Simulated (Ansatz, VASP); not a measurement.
One calculation of AlRu, two programs

File INCAR:

```
ALGO     = Fast           # electronic algorithm
EDIFF    = 1E-6           # SCF threshold, eV
ENCUT    = 520            # plane-wave cutoff, eV
GGA      = PE             # functional
ISIF     = 2              # what is computed and relaxed
ISMEAR   = 0              # smearing method
LASPH    = T              # aspherical terms in the spheres
LCHARG   = F              # write CHGCAR
LREAL    = F              # projectors in reciprocal space
LWAVE    = F              # write WAVECAR
NBANDS   = 16             # bands
NELM     = 80             # most SCF steps
PREC     = Accurate       # precision mode
SIGMA    = 0.15           # smearing width, eV
```

Contents of KPOINTS:

```
k-points
0
Gamma
  16 16 16
```

File POSCAR:

```
AlRu
1.0
    2.9916000000      0.0000000000      0.0000000000
    0.0000000000      2.9916000000      0.0000000000
    0.0000000000      0.0000000000      2.9916000000
Al Ru
1 1
Direct
    0.0000000000      0.0000000000      0.0000000000
    0.5000000000      0.5000000000      0.5000000000
```

Input for Ansatz:

```yaml
crystal:
  lattice:
    - [2.9916, 0.0, 0.0]
    - [0.0, 2.9916, 0.0]
    - [0.0, 0.0, 2.9916]
  atoms:
    - { symbol: Al, position: [0.0, 0.0, 0.0] }
    - { symbol: Ru, position: [0.5, 0.5, 0.5] }
basis:
  ecutwfc: 420
kpoints:
  mp_grid: { grid: [16, 16, 16] }
hamiltonian:
  xc: pbe
scf:
  occupations: { method: gaussian, width: 0.15 }
output:
  forces: true
  stress: true
  eigenvalues: true
```

Alike in both runs: task single point; functional PBE; k mesh 16 × 16 × 16; occupations gaussian, width 0.15 eV; no spin polarisation.

|  | VASP | Ansatz |
| --- | --- | --- |
| version | VASP 6.6.1 | Ansatz 0.2.0 |
| potentials or method | VASP PAW PBE potentials, release 64 (Al, Ru_pv), cutoff 520 eV | scalar-relativistic, plane waves, PAW |
| valence electrons in the cell | 17 | 19 |

VASP gave:

```
gap on the k mesh at the Fermi level (eV) : none
pressure (GPa)                            : 2.5
```

Question: Estimate Ansatz's values.

Answer: gap on the k mesh at the Fermi level (eV): none; pressure (GPa): 2.6.

A gap of «none» marks a metal or a gap that the smearing closes. With one functional, cell and mesh, what is left measures potentials, basis and numerics. VASP's potentials hold 17 valence electrons a cell and Ansatz's 19, so a difference there can come from the potentials and not from the codes.
